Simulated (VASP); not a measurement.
Input of a VASP 6.6.1 run:

Contents of INCAR:

```
SYSTEM = Mg
ALGO = Fast
EDIFF = 1E-7
ENCUT = 520
GGA = PE
ISIF = 2
ISMEAR = 0
LASPH = .True.
LCHARG = .False.
LREAL = .False.
LWAVE = .False.
NBANDS = 7
NELM = 80
PREC = Accurate
SIGMA = 0.1
```

File KPOINTS:

```
k-points
0
Gamma
  24 24 24
  0 0 0
```

Contents of POSCAR:

```
Mg
1.0
   -1.5996220372      1.5996220372      2.2604812184
    1.5996220372     -1.5996220372      2.2604812184
    1.5996220372      1.5996220372     -2.2604812184
Mg
1
Direct
    0.0000000000      0.0000000000      0.0000000000
```

Potentials or basis: VASP PAW PBE potentials, release 64 (Mg).

Launch:

```console
$ cat potpaw_PBE.64/Mg/POTCAR > POTCAR
$ mpirun -np 1 vasp_std > vasp.out
```

**Question.** Predict the band gap on the k mesh.

**Answer.** Zero (band 1 reaches 4.02 eV, above the bottom of band 2 at 1.30 eV).

**Question.** What does it give for the pressure?

**Answer.** -0.1 GPa.
